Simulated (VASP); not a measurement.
# Al3Rh2 (Pn-3m) in VASP: notebook

The runs below take Al3Rh2 through relaxation of cell and atoms, single point, with PBE.

Everything below comes from runs of VASP 6.6.1. Logs are shortened: lines on timing, memory, paths and dates and some standing lists are left out, and cuts for length are marked.

### 1 The cell of the first run

It takes space group Pn-3m (No. 224, cubic). Conventional cell: a = 5.541 Å, b = 5.541 Å, c = 5.541 Å, α = 90.00°, β = 90.00°, γ = 90.00°. Within 3.2 Å of Al (site symmetry -42m) lie 4 Rh at 2.40 Å and 4 Al at 2.77 Å. Rh (site symmetry -3m) has 6 Al at 2.40 Å within 3.2 Å.

The cell was built from a structure type or drawn by symmetry, and may not be a known phase.

### 2 Relaxation of cell and atoms, PBE

File INCAR:

```
SYSTEM = Al3Rh2
PREC = Accurate
ENCUT = 600
EDIFF = 1E-6
ISMEAR = 0
SIGMA = 0.1
LREAL = .FALSE.
LASPH = .TRUE.
NELM = 80
ALGO = Fast
ISIF = 3
LWAVE = .FALSE.
LCHARG = .FALSE.
GGA = PE
IBRION = 2
NSW = 90
EDIFFG = -0.04
```

File KPOINTS:

```
regular mesh
0
G
  4 4 4
  0 0 0
```

File POSCAR:

```
Al3Rh2
1.0
    5.5407090800      0.0000000000      0.0000000000
    0.0000000000      5.5407090800      0.0000000000
    0.0000000000      0.0000000000      5.5407090800
Al Rh
6 4
Direct
    0.0000000000      0.5000000000      0.5000000000
    0.0000000000      0.5000000000      0.0000000000
    0.5000000000      0.0000000000      0.5000000000
    0.0000000000      0.0000000000      0.5000000000
    0.5000000000      0.0000000000      0.0000000000
    0.5000000000      0.5000000000      0.0000000000
    0.2500000000      0.2500000000      0.2500000000
    0.2500000000      0.7500000000      0.7500000000
    0.7500000000      0.7500000000      0.2500000000
    0.7500000000      0.2500000000      0.7500000000
```

Potentials or basis: VASP PAW PBE potentials, release 64 (Al, Rh_pv).

Started as:

```
cat potpaw_PBE.64/Al/POTCAR potpaw_PBE.64/Rh_pv/POTCAR > POTCAR
mpirun -np 1 vasp_std > vasp.out
```

OUTCAR:

```text
SYSTEM = Al3Rh2
   PREC = Accurate
   ENCUT = 600
   EDIFF = 1E-6
   ISMEAR = 0
   LREAL = .FALSE.
   LASPH = .TRUE.
   NELM = 80
   ISIF = 3
   GGA = PE
   IBRION = 2
   NSW = 90
   EDIFFG = -0.04

 ion  position               nearest neighbor table
   1  0.000  0.500  0.500-   7 2.40   8 2.40   9 2.40  10 2.40   2 2.77   4 2.77   2 2.77   4 2.77

   2  0.000  0.500  0.000-   7 2.40   8 2.40   9 2.40  10 2.40   1 2.77   6 2.77   1 2.77   6 2.77

   3  0.500  0.000  0.500-   7 2.40   8 2.40   9 2.40  10 2.40   4 2.77   5 2.77   5 2.77   4 2.77

   4  0.000  0.000  0.500-   7 2.40   8 2.40   9 2.40  10 2.40   1 2.77   3 2.77   1 2.77   3 2.77

   5  0.500  0.000  0.000-   7 2.40   8 2.40   9 2.40  10 2.40   3 2.77   6 2.77   3 2.77   6 2.77

   6  0.500  0.500  0.000-   7 2.40   8 2.40   9 2.40  10 2.40   2 2.77   5 2.77   5 2.77   2 2.77

   7  0.250  0.250  0.250-   1 2.40   2 2.40   3 2.40   4 2.40   5 2.40   6 2.40
   8  0.250  0.750  0.750-   1 2.40   2 2.40   3 2.40   4 2.40   5 2.40   6 2.40
   9  0.750  0.750  0.250-   1 2.40   2 2.40   3 2.40   4 2.40   5 2.40   6 2.40
  10  0.750  0.250  0.750-   1 2.40   2 2.40   3 2.40   4 2.40   5 2.40   6 2.40

  LATTYP: Found a simple cubic cell.
 ALAT       =     5.5407090800

  Lattice vectors:

 A1 = (   5.5407090800,   0.0000000000,   0.0000000000)
 A2 = (   0.0000000000,   5.5407090800,   0.0000000000)
 A3 = (   0.0000000000,   0.0000000000,   5.5407090800)

Analysis of symmetry for initial positions (statically):
=====================================================================
 Subroutine PRICEL returns:
 Original cell was already a primitive cell.

 Routine SETGRP: Setting up the symmetry group for a
 simple cubic supercell.

 Subroutine GETGRP returns: Found 48 space group operations
 (whereof 24 operations were pure point group operations)
 out of a pool of 48 trial point group operations.

The static configuration has the point symmetry T_d .
 The point group associated with its full space group is O_h .

Analysis of symmetry for dynamics (positions and initial velocities):
=====================================================================
 Subroutine PRICEL returns:
 Original cell was already a primitive cell.

 Routine SETGRP: Setting up the symmetry group for a
 simple cubic supercell.

 Subroutine GETGRP returns: Found 48 space group operations
 (whereof 24 operations were pure point group operations)
 out of a pool of 48 trial point group operations.

The dynamic configuration has the point symmetry T_d .
 The point group associated with its full space group is O_h .

 Subroutine INISYM returns: Found 48 space group operations
 (whereof 24 operations are pure point group operations),
 and found     1 'primitive' translations

----------------------------------------------------------------------------------------

                                     Primitive cell

  volume of cell :     170.0968

  direct lattice vectors                    reciprocal lattice vectors
     5.540709080  0.000000000  0.000000000     0.180482315  0.000000000  0.000000000
     0.000000000  5.540709080  0.000000000     0.000000000  0.180482315  0.000000000
     0.000000000  0.000000000  5.540709080     0.000000000  0.000000000  0.180482315

  length of vectors
     5.540709080  5.540709080  5.540709080     0.180482315  0.180482315  0.180482315

  position of ions in fractional coordinates (direct lattice)
     0.000000000  0.500000000  0.500000000
     0.000000000  0.500000000  0.000000000
     0.500000000  0.000000000  0.500000000
     0.000000000  0.000000000  0.500000000
     0.500000000  0.000000000  0.000000000
     0.500000000  0.500000000  0.000000000
     0.250000000  0.250000000  0.250000000
     0.250000000  0.750000000  0.750000000
     0.750000000  0.750000000  0.250000000
     0.750000000  0.250000000  0.750000000

  ion indices of the primitive-cell ions
   primitive index   ion index
                 1           1
                 2           2
                 3           3
                 4           4
                 5           5
                 6           6
                 7           7
                 8           8
                 9           9
                10          10

----------------------------------------------------------------------------------------

 KPOINTS: regular mesh

Automatic generation of k-mesh.
 Grid dimensions read from file:
 generate k-points for:    4    4    4

 Generating k-lattice:

  Cartesian coordinates                     Fractional coordinates (reciprocal lattice)
     0.045120579  0.000000000  0.000000000     0.250000000  0.000000000  0.000000000
     0.000000000  0.045120579  0.000000000     0.000000000  0.250000000  0.000000000
     0.000000000  0.000000000  0.045120579     0.000000000  0.000000000  0.250000000

  Length of vectors
     0.045120579  0.045120579  0.045120579

  Shift w.r.t. Gamma in fractional coordinates (k-lattice)
     0.000000000  0.000000000  0.000000000

 Subroutine IBZKPT returns following result:
 ===========================================

 Found     10 irreducible k-points:

 Following reciprocal coordinates:
            Coordinates               Weight
  0.000000  0.000000  0.000000      1.000000
  0.250000  0.000000  0.000000      6.000000
  0.500000  0.000000  0.000000      3.000000
  0.250000  0.250000  0.000000     12.000000
  0.500000  0.250000  0.000000     12.000000
  0.500000  0.500000  0.000000      3.000000
  0.250000  0.250000  0.250000      8.000000
  0.500000  0.250000  0.250000     12.000000
  0.500000  0.500000  0.250000      6.000000
  0.500000  0.500000  0.500000      1.000000
   k-points           NKPTS =     10   k-points in BZ     NKDIM =     10   number of bands    NBANDS=     46
   number of dos      NEDOS =    301   number of ions     NIONS =     10
   total plane-waves  NPLWV = 110592
   dimension x,y,z NGX =    48 NGY =   48 NGZ =   48
   dimension x,y,z NGXF=    96 NGYF=   96 NGZF=   96
   ions per type =               6   4
   NGX,Y,Z   is equivalent  to a cutoff of  14.40, 14.40, 14.40 a.u.
   NGXF,Y,Z  is equivalent  to a cutoff of  28.80, 28.80, 28.80 a.u.
 SYSTEM =  Al3Rh2
   PREC   = accura    normal or accurate (medium, high low for compatibility)
   ISTART =      0    job   : 0-new  1-cont  2-samecut
   ICHARG =      2    charge: 1-file 2-atom 10-const
   ISPIN  =      1    spin polarized calculation?
   LNONCOLLINEAR =      F non collinear calculations
   LSORBIT =      F    spin-orbit coupling
   LASPH  =      T    aspherical Exc in radial PAW
   ENCUT  =  600.0 eV  44.10 Ry    6.64 a.u.  11.07 11.07 11.07*2*pi/ulx,y,z
   NELM   =     80;   NELMIN=  2; NELMDL= -5     # of ELM steps
   EDIFF  = 0.1E-05   stopping-criterion for ELM
   LREAL  =      F    real-space projection
   EDIFFG = -.4E-01   stopping-criterion for IOM
   NSW    =     90    number of steps for IOM
   IBRION =      2    ionic relax: 0-MD 1-quasi-New 2-CG
   NFREE  =      1    steps in history (QN), initial steepest desc. (CG)
   ISIF   =      3    stress and relaxation
   ISYM   =      2    0-nonsym 1-usesym 2-fastsym
   POTIM  = 0.5000    time-step for ionic-motion
   TEBEG  =    0.0;   TEEND  =   0.0 temperature during run
   PSTRESS=    0.0 pullay stress
   NELECT =      78.0000    total number of electrons
   NUPDOWN=      -1.0000    fix difference up-down
   EMIN   =  10.00;   EMAX   =-10.00  energy-range for DOS
   EFERMI =   0.00;   METHOD = LEGACY
   ISMEAR =     0;   SIGMA  =   0.10  broadening in eV -4-tet -1-fermi 0-gaus
   EFERMI_NEDOS =   21; number of points for ismear=-14 and -15
   IALGO  =     68    algorithm
   IMIX   =      4    mixing-type and parameters
     AMIX     =   0.40;   BMIX     =  1.00
     AMIX_MAG =   1.60;   BMIX_MAG =  1.00
  volume/ion in A,a.u.               =      17.01       114.79
  Fermi-wavevector in a.u.,A,eV,Ry     =   1.262431  2.385649 21.684044  1.593732
  Thomas-Fermi vector in A             =   2.395840
   LORBIT       =      0    0 simple, 1 ext, 2 COOP (PROOUT), +10 PAW based schemes
   GGA     = PE    functional components
   LHFCALC =     F    Hartree Fock is set to
   AEXX    =    0.0000 exact exchange contribution
   IVDW    =     0    specifies the selected vdW correction
   LEPSILON=     F    determine dielectric tensor
   LRPA    =     F    only Hartree local field effects (RPA)
 conjugate gradient relaxation of ions
 non-spin polarized calculation
 RMM-DIIS sequential band-by-band and
 Gauss-broadening in eV      SIGMA  =   0.10
  energy-cutoff  :      600.00
  volume of cell :      170.10
 maximum number of plane-waves:      5702
 NGX is ok and might be reduce to    48
   NGX = 23   NGY = 23   NGZ = 23

--------------------------------------- Ionic step        1  -------------------------------------------

 number of electron      78.0000030 magnetization

 Free energy of the ion-electron system (eV)
  ---------------------------------------------------
  ext. energy  EPLUGINS =         0.00000000
  ---------------------------------------------------
  free energy    TOTEN  =       -52.99004167 eV

  energy without entropy =      -52.93547566  energy(sigma->0) =      -52.96275867

------------------------ aborting loop because EDIFF is reached ----------------------------------------

  FORCE on cell =-STRESS in cart. coord.  units (eV):
  Direction    XX          YY          ZZ          XY          YZ          ZX
  --------------------------------------------------------------------------------------
  -------------------------------------------------------------------------------------
  Total       14.3656297     14.3656297     14.3656297     -0.0000000     -0.0000000      0.0000000
  in kB      135.3129015    135.3129015    135.3129015     -0.0000000     -0.0000000      0.0000000
  external PRESSURE =     135.3129015 kB  Pullay stress =       0.0000000 kB
[... 29 lines left out ...]
  energy  without entropy=      -52.9354756627  energy(sigma->0) =      -52.96275867

--------------------------------------- Ionic step        2  -------------------------------------------

 number of electron      77.9999999 magnetization

 E-fermi :   5.1765     XC(G=0):  -9.8821

 val. band max:        5.1761307431   @ k =   0.5000   0.2500   0.2500
 cond. band min:       5.1867548415   @ k =   0.5000   0.5000   0.0000
 fundamental gap:      0.0106240985
 Fermi energy:         5.1764828579

 k-point     1 :       0.0000    0.0000    0.0000
  band No.  band energies     occupation
      1     -40.3985      2.00000
      2     -40.3985      2.00000
      3     -40.3958      2.00000
      4     -40.3958      2.00000
      5     -40.3958      2.00000
      6     -40.3945      2.00000
[... 520 lines left out ...]
  energy  without entropy=      -53.1825101739  energy(sigma->0) =      -53.21004591

--------------------------------------- Ionic step        3  -------------------------------------------

 number of electron      78.0000012 magnetization

 Free energy of the ion-electron system (eV)
  ---------------------------------------------------
  ext. energy  EPLUGINS =         0.00000000
  ---------------------------------------------------
  free energy    TOTEN  =       -53.72605132 eV

  energy without entropy =      -53.67231246  energy(sigma->0) =      -53.69918189

 E-fermi :   6.1032     XC(G=0): -10.2883

 val. band max:        6.0986678792   @ k =   0.5000   0.5000   0.0000
 cond. band min:       6.1094667373   @ k =   0.5000   0.2500   0.2500
 fundamental gap:      0.0107988581
 Fermi energy:         6.1031988425

 k-point     1 :       0.0000    0.0000    0.0000
  band No.  band energies     occupation
      1     -39.6440      2.00000
      2     -39.6440      2.00000
      3     -39.6396      2.00000
      4     -39.6396      2.00000
      5     -39.6396      2.00000
      6     -39.6376      2.00000
[... 516 lines left out ...]
  FREE ENERGIE OF THE ION-ELECTRON SYSTEM (eV)
  ---------------------------------------------------
  free  energy   TOTEN  =       -53.7260513179 eV

  energy  without entropy=      -53.6723124637  energy(sigma->0) =      -53.69918189

 reached required accuracy - stopping structural energy minimisation
```

Wall time 3.1 min (1 thread of Intel Xeon 6975P-C (Granite Rapids), shared host); peak memory 0.37 GiB.

Results:

* Free energy: -53.7261 eV
* Relaxed volume: 18.95 Å³/atom
* Relaxed cell: a = 5.744 Å, b = 5.744 Å, c = 5.744 Å, α = 90.00°, β = 90.00°, γ = 90.00°
* Space group after relaxing (to 0.1 Å): Pn-3m (No. 224)
* Energy gained by relaxing: 73.6 meV/atom
* Ionic steps: 3
* Pressure after relaxing: -0.2 GPa
* Band gap on the k mesh: zero (bands 39 and 40 overlap by 0.66 eV)

The path:
| step | energy change (eV) | largest force (eV/Å) | pressure (GPa) | volume (Å³) |
| --- | --- | --- | --- | --- |
| 1 | 0.0000 | 0.0000 | 13.53 | 170.10 |
| 2 | -0.2475 | 0.0000 | -7.72 | 207.97 |
| 3 | -0.7360 | 0.0000 | -0.17 | 189.50 |

Final structure:
```
Al Rh
1.0
     5.74381    0.00000    0.00000
     0.00000    5.74381    0.00000
     0.00000    0.00000    5.74381
Al Rh
6 4
Direct
  0.00000 0.50000 0.50000
  0.00000 0.50000 0.00000
  0.50000 0.00000 0.50000
  0.00000 0.00000 0.50000
  0.50000 0.00000 0.00000
  0.50000 0.50000 0.00000
  0.25000 0.25000 0.25000
  0.25000 0.75000 0.75000
  0.75000 0.75000 0.25000
  0.75000 0.25000 0.75000
```

### 3 Single point, PBE

This run uses another cell than the first one, of 18.91 Å³/atom.

File INCAR:

```
PREC = Accurate
ENCUT = 520
EDIFF = 1E-7
ISMEAR = 0
SIGMA = 0.1
LREAL = False
LASPH = True
NELM = 100
ALGO = Fast
ISIF = 2
LWAVE = False
LCHARG = False
GGA = PE
NBANDS = 50
```

File KPOINTS:

```
Automatic mesh
0
Gamma
  8 8 8
```

Changes to POSCAR since step 2:

```diff
@@ -2,5 +2,5 @@
 1.0
-    5.5407090800      0.0000000000      0.0000000000
-    0.0000000000      5.5407090800      0.0000000000
-    0.0000000000      0.0000000000      5.5407090800
+    5.7395046663      0.0000000000      0.0000000000
+    0.0000000000      5.7395046663      0.0000000000
+    0.0000000000      0.0000000000      5.7395046663
 Al Rh
```

Potentials or basis: VASP PAW PBE potentials, release 64 (Al, Rh_pv).

Started as:

```
cat potpaw_PBE.64/Al/POTCAR potpaw_PBE.64/Rh_pv/POTCAR > POTCAR
mpirun -np 1 vasp_std > vasp.out
```

Wall time 4.5 min (1 thread of Intel Xeon 6975P-C (Granite Rapids), shared host); peak memory 0.47 GiB.

Results (log left out):

```yaml
Free_energy: -53.7917 eV
Pressure: 0.0 GPa
Band_gap_on_the_k_mesh: zero (bands 39 and 40 overlap by 0.65 eV)
```

Levels at points of the mesh, in eV from the Fermi level:
| k point | band 37 | band 38 | band 39 | band 40 | band 41 | band 42 |
| --- | --- | --- | --- | --- | --- | --- |
| (0.00, 0.00, 0.00) | -0.93 | -0.93 | -0.93 | -0.12 | -0.12 | -0.12 |
| (0.50, 0.00, 0.00) | -0.41 | -0.41 | -0.19 | -0.19 | 0.65 | 0.65 |
| (0.50, 0.50, 0.00) | -0.06 | -0.06 | 0.20 | 0.20 | 0.28 | 0.28 |
| (0.50, 0.50, 0.50) | -1.53 | -0.45 | -0.45 | -0.45 | 1.91 | 1.91 |

### 4 Single point, PBE, collinear spin, ferromagnetic start

This run uses another cell than the first one, of 18.86 Å³/atom.

File INCAR:

```
PREC     = Accurate       # precision mode
ENCUT    = 520            # plane-wave cutoff, eV
EDIFF    = 1E-6           # SCF threshold, eV
ISMEAR   = 0              # smearing method
SIGMA    = 0.1            # smearing width, eV
LREAL    = F              # projectors in reciprocal space
LASPH    = T              # aspherical terms in the spheres
NELM     = 150            # most SCF steps
ALGO     = Normal         # electronic algorithm
ISIF     = 2              # what is computed and relaxed
LWAVE    = F              # write WAVECAR
LCHARG   = T              # write CHGCAR
ISPIN    = 2              # spin polarisation
MAGMOM   = 0 0 0 0 0 0 1 1 1 1 # initial moments
LORBIT   = 11             # projections on sites
LMAXMIX  = 4              # l up to which the mixer works
GGA      = PE             # functional
LELF     = T              # ELF
LVHAR    = T            
NBANDS   = 54             # bands
```

File KPOINTS:

```
Automatic mesh
0
Gamma
  4 4 4
```

Changes to POSCAR since step 3:

```diff
@@ -2,5 +2,5 @@
 1.0
-    5.7395046663      0.0000000000      0.0000000000
-    0.0000000000      5.7395046663      0.0000000000
-    0.0000000000      0.0000000000      5.7395046663
+    5.7348228068      0.0000000000      0.0000000000
+    0.0000000000      5.7348228068      0.0000000000
+    0.0000000000      0.0000000000      5.7348228068
 Al Rh
```

Started as:

```
cat potpaw_PBE.64/Al/POTCAR potpaw_PBE.64/Rh_pv/POTCAR > POTCAR
mpirun -np 1 vasp_std > vasp.out
```

Run time: 1.8 min. Hardware: 1 thread of Intel Xeon 6975P-C (Granite Rapids), shared host; peak memory 0.46 GiB.

Results (log left out):

| Item | Value |
| --- | --- |
| Free energy | -53.7341 eV |
| Pressure | 0.4 GPa |
| Band gap on the k mesh | zero (filled and empty bands overlap) |
| Net moment | 0.00 μB per cell |
| Valence electrons inside the program's atomic spheres | Al 0.79; Rh 14.05 |

Levels at points of the mesh, in eV from the Fermi level:
Spin up:
```csv
k point,band 36,band 37,band 38,band 39,band 40,band 41,band 42,band 43
"(0.00, 0.00, 0.00)",-1.25,-0.86,-0.86,-0.86,-0.07,-0.07,-0.07,1.76
"(0.50, 0.00, 0.00)",-1.39,-0.36,-0.36,-0.13,-0.13,0.71,0.71,2.38
"(0.50, 0.50, 0.00)",-1.09,-0.01,-0.01,0.27,0.27,0.34,0.34,1.67
"(0.50, 0.50, 0.50)",-1.49,-1.49,-0.40,-0.40,-0.40,1.97,1.97,1.97
```
Spin down:
```
           k point  band 37  band 38  band 39  band 40  band 41  band 42
(0.00, 0.00, 0.00)    -0.86    -0.86    -0.86    -0.07    -0.07    -0.07
(0.50, 0.00, 0.00)    -0.36    -0.36    -0.13    -0.13     0.71     0.71
(0.50, 0.50, 0.00)    -0.01    -0.01     0.27     0.27     0.34     0.34
(0.50, 0.50, 0.50)    -1.48    -0.40    -0.40    -0.40     1.97     1.97
```

### 5 Summary

```tsv
task	spin	cell	k mesh	cutoff (eV)	gap on the mesh (eV)	pressure (GPa)
relaxation of cell and atoms	off	relaxed from a = 5.541 Å, 10 atoms	4 × 4 × 4	600	none	-0.2
single point	off	a = 5.740 Å, 10 atoms	8 × 8 × 8	520	none	0.0
single point	collinear, ferromagnetic start	a = 5.735 Å, 10 atoms	4 × 4 × 4	520	none	0.4
```

Alike in all rows: level PBE; potentials or basis VASP PAW PBE potentials, release 64 (Al, Rh_pv); smearing gaussian 0.1 eV.

Absolute energies hang on the potentials; compare differences alone.
